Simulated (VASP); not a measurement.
SiC (Moissanite):

```
CELL_PARAMETERS angstrom
3.05536 0.00000 0.00000
-1.52768 2.64602 0.00000
0.00000 0.00000 5.01412
ATOMIC_POSITIONS crystal
Si 0.66667 0.33333 0.50000
Si 0.33333 0.66667 0.00000
C 0.66667 0.33333 0.88500
C 0.33333 0.66667 0.38500
```

Base run:

- Program: VASP 6.6.1
- Functional: BLYP
- Potentials or basis: VASP PAW PBE potentials, release 64 (Si, C)
- Cutoff: 520 eV
- k mesh: 10 × 10 × 5
- Occupations: fermi-dirac, width 0.05 eV
- Spin: no spin polarisation

Its results: band gap on the k mesh 2.80 eV, indirect (least direct gap 4.39 eV); pressure 13.7 GPa; largest force 0.794 eV/Å.

Task: The run is repeated on the same cell with these changes: functional from BLYP to SVWN5. What comes out?

Result: Band gap on the k mesh 2.33 eV, indirect (least direct gap 4.03 eV); pressure 1.7 GPa; largest force 0.775 eV/Å.

SVWN5 binds more tightly than BLYP, so the same cell stands under less pressure.

Caveats: the PAW data sets were made with another functional, which shifts forces and pressure a little.

A k mesh can miss the band edges.
